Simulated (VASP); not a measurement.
Write the native input for VASP 6.6.1 that does the following.

```
Task                   : single point
Functional             : PBEsol
Dispersion             : D3(BJ)
Potentials or basis    : VASP PAW PBE potentials, release 64 (Si, O)
Cutoff                 : 520 eV
k mesh                 : 6 × 6 × 6
Occupations            : gaussian, width 0.01 eV
Spin                   : no spin polarisation
Dipole correction      : no
Further INCAR settings : ALGO = Normal; EDIFF = 1e-06; NBANDS = 25
```

The structure of SiO2 lies in POSCAR:

```
SiO2
1.0
   -2.3581162984      2.3581162984      3.7188717261
    2.3581162984     -2.3581162984      3.7188717261
    2.3581162984      2.3581162984     -3.7188717261
Si O
2 4
Direct
    0.0000000000      0.0000000000      0.0000000000
    0.7500000000      0.2500000000      0.5000000000
    0.9983800000      0.6250000000      0.8733800000
    0.3750000000      0.2483800000      0.3733800000
    0.7516200000      0.1250000000      0.1266200000
    0.8750000000      0.0016200000      0.6266200000
```

These files were run (other wordings do the same):

INCAR

```
  ALGO = Normal
  EDIFF = 1E-6
  ENCUT = 520
  GGA = PS
  ISIF = 2
  ISMEAR = 0
  IVDW = 12
  LASPH = True
  LCHARG = False
  LREAL = False
  LWAVE = False
  NBANDS = 25
  NELM = 100
  PREC = Accurate
  SIGMA = 0.01
```

KPOINTS

```
k-points
0
Gamma
  6 6 6
```

Potentials or basis: VASP PAW PBE potentials, release 64 (Si, O).

Launch:

```sh
$ cat potpaw_PBE.64/Si/POTCAR potpaw_PBE.64/O/POTCAR > POTCAR
$ mpirun -np 1 vasp_std > vasp.out
```

Results of the run:

```json
{
 "Pressure": "4.0 GPa",
 "Largest force": "0.298 eV/Å",
 "Band gap on the k mesh": "6.10 eV",
 "Dispersion energy per atom": "-0.102 eV"
}
```

Caveat: the cell stands under pressure; the PAW data sets were made with another functional, which shifts forces and pressure a little.

It took 30 s on 1 thread of Intel(R) Xeon(R) 6975P-C (Granite Rapids), with other jobs on the host, peak memory 0.25 GiB.
